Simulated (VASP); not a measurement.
Input of a VASP 6.6.1 run:

File INCAR:

```
SYSTEM = Hf
  ALGO = Normal
  DIPOL = 0.5 0.5 0.493
  EDIFF = 1E-6
  ENCUT = 520
  GGA = PE
  IDIPOL = 3
  ISIF = 2
  ISMEAR = 0
  LASPH = .TRUE.
  LCHARG = .TRUE.
  LDIPOL = .TRUE.
  LELF = .TRUE.
  LREAL = .FALSE.
  LVACPOTAV = .TRUE.
  LVHAR = .TRUE.
  LWAVE = .FALSE.
  NBANDS = 22
  NELM = 60
  PREC = Accurate
  SIGMA = 0.1
```

Contents of KPOINTS:

```
k-points
0
G
  9 9 1
  0 0 0
```

POSCAR

```
Hf
1.0
    3.1715270182      0.0000000000      0.0000000000
   -1.5857635091      2.7466229666      0.0000000000
    0.0000000000      0.0000000000     19.1790819334
Hf
3
Direct
    0.6666666667      0.3333333333      0.3649809738
    0.3333333333      0.6666666667      0.4930421266
    0.0000000000      0.0000000000      0.6210214690
```

Potentials or basis: VASP PAW PBE potentials, release 64 (Hf_pv).

Launch:

```sh
$ cat potpaw_PBE.64/Hf_pv/POTCAR > POTCAR
$ mpirun -np 1 vasp_std > vasp.out
```

(1) Predict the largest force.

(2) Estimate the band gap on the k mesh.

Answers

(1) 0.042 eV/Å.

(2) zero (bands 15 and 16 overlap by 1.14 eV).

Caveat: spin-orbit coupling is left out, which moves the levels of the heavy elements.
